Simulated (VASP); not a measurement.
# C: single point with LDA

Crystal: C.

```
C
1.0
     0.00000    1.76580    1.76580
     1.76580    0.00000    1.76580
     1.76580    1.76580    0.00000
C
2
Direct
  0.00000 0.00000 0.00000
  0.25000 0.25000 0.25000
```

```
Program             : VASP 6.6.1
Task                : single point
Functional          : LDA
Potentials or basis : VASP PAW LDA potentials, release 64 (C)
Cutoff              : 600 eV
k mesh              : 10 × 10 × 10
Occupations         : gaussian, width 0.1 eV
Spin                : no spin polarisation
```

```yaml
Pressure: 0.9 GPa
Band_gap_on_the_k_mesh: 4.20 eV, indirect (least direct gap 5.63 eV)
```

Levels at points of the mesh, in eV from the valence-band top:
| k point | band 1 | band 2 | band 3 | band 4 | band 5 | band 6 | band 7 | band 8 |
| --- | --- | --- | --- | --- | --- | --- | --- | --- |
| (0.00, 0.00, 0.00) | -21.72 | 0.00 | 0.00 | 0.00 | 5.63 | 5.63 | 5.63 | 14.24 |
| (0.50, 0.00, 0.00) | -15.70 | -13.69 | -2.87 | -2.87 | 8.51 | 8.51 | 9.42 | 15.67 |
| (0.50, 0.50, 0.00) | -12.82 | -12.82 | -6.47 | -6.47 | 4.77 | 4.77 | 17.08 | 17.08 |

Wall time 2.6 s on 1 thread of Intel(R) Xeon(R) 6975P-C (Granite Rapids) (shared host), peak memory 0.11 GiB.

A k mesh can miss the band edges. A hybrid or GW would open this gap; LDA tends to underestimate it.
